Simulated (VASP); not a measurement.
# CuH2Rh: single point with revPBE

Crystal: CuH2Rh.

```
CELL_PARAMETERS angstrom
2.99350 0.00000 0.00000
-1.49675 2.59245 0.00000
0.00000 -1.72830 5.57003
ATOMIC_POSITIONS crystal
Rh 0.50000 0.00000 0.50000
Cu 0.00000 0.00000 0.00000
H 0.11100 0.22200 0.33300
H 0.88900 0.77800 0.66700
```

- Program: VASP 6.6.1
- Task: single point
- Functional: revPBE
- Potentials or basis: VASP PAW PBE potentials, release 64 (Rh_pv, Cu, H)
- Cutoff: 520 eV
- k mesh: 7 × 7 × 7
- Occupations: gaussian, width 0.01 eV
- Spin: no spin polarisation
- Dipole correction: no
- Further INCAR settings: ALGO = Normal; EDIFF = 1e-06; NBANDS = 22

| Quantity | Value |
| --- | --- |
| Pressure | -16.6 GPa |
| Largest force | 0.404 eV/Å |
| Band gap on the k mesh | zero (band 14 reaches 5.99 eV, above the bottom of band 15 at 4.22 eV) |

Forces on the atoms (eV/Å):
```
Rh   0.000  0.000  0.000
Cu   0.000  0.000  0.000
H    0.000  0.000  0.404
H    0.000  0.000 -0.404
```

Stress tensor (GPa, compression positive):
```
-14.91   0.00   0.00
  0.00 -14.91   0.00
  0.00   0.00 -19.99
```

Levels at points of the mesh, in eV from the Fermi level:
```
           k point  band 12  band 13  band 14  band 15  band 16  band 17
(0.00, 0.00, 0.00)    -1.72    -1.72    -0.50    -0.50     1.11     7.37
```

Run time: 29 s on 1 thread of Intel(R) Xeon(R) Platinum 8375C CPU @ 2.90GHz (Ice Lake) (shared host), peak memory 0.2 GiB.

Caveat: the k points lie up to 0.36 Å⁻¹ apart; the PAW data sets were made with another functional, which shifts forces and pressure a little.
